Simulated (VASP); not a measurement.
## HfB3: single point with PBE

HfB3:

```
Hf B
1.0
     4.34751    0.00000    0.00000
     0.00000    4.34751    0.00000
     0.00000    0.00000    4.34751
Hf B
2 6
Direct
  0.00000 0.00000 0.00000
  0.50000 0.50000 0.50000
  0.25000 0.00000 0.50000
  0.75000 0.00000 0.50000
  0.00000 0.50000 0.25000
  0.00000 0.50000 0.75000
  0.50000 0.75000 0.00000
  0.50000 0.25000 0.00000
```

| Item | Value |
| --- | --- |
| Program | VASP 6.6.1 |
| Task | single point |
| Functional | PBE |
| Potentials or basis | VASP PAW PBE potentials, release 64 (Hf_pv, B) |
| Cutoff | 520 eV |
| k mesh | 10 × 10 × 10 |
| Occupations | gaussian, width 0.1 eV |
| Spin | no spin polarisation |
| Dipole correction | no |
| Further INCAR settings | ALGO = Normal; EDIFF = 1e-06; NBANDS = 29 |

The pressure is 0.7 GPa and the band gap on the k mesh is zero (band 19 reaches 7.62 eV, above the bottom of band 20 at 4.91 eV).

Levels at points of the mesh, in eV from the Fermi level:
| k point | band 17 | band 18 | band 19 | band 20 | band 21 | band 22 |
| --- | --- | --- | --- | --- | --- | --- |
| (0.00, 0.00, 0.00) | -2.35 | -2.35 | 0.37 | 0.37 | 0.37 | 1.54 |
| (0.50, 0.00, 0.00) | -0.84 | -0.84 | -0.84 | -0.84 | 2.59 | 2.59 |
| (0.50, 0.50, 0.00) | -0.38 | -0.38 | -0.23 | -0.23 | 2.50 | 2.50 |
| (0.50, 0.50, 0.50) | 0.10 | 0.10 | 1.87 | 1.87 | 1.87 | 1.87 |

Wall time 60 s on 1 thread of Intel(R) Xeon(R) Platinum 8259CL CPU @ 2.50GHz (Skylake/Cascade Lake) (shared host), peak memory 0.24 GiB.

Caveat: spin-orbit coupling is left out, which moves the levels of the heavy elements.
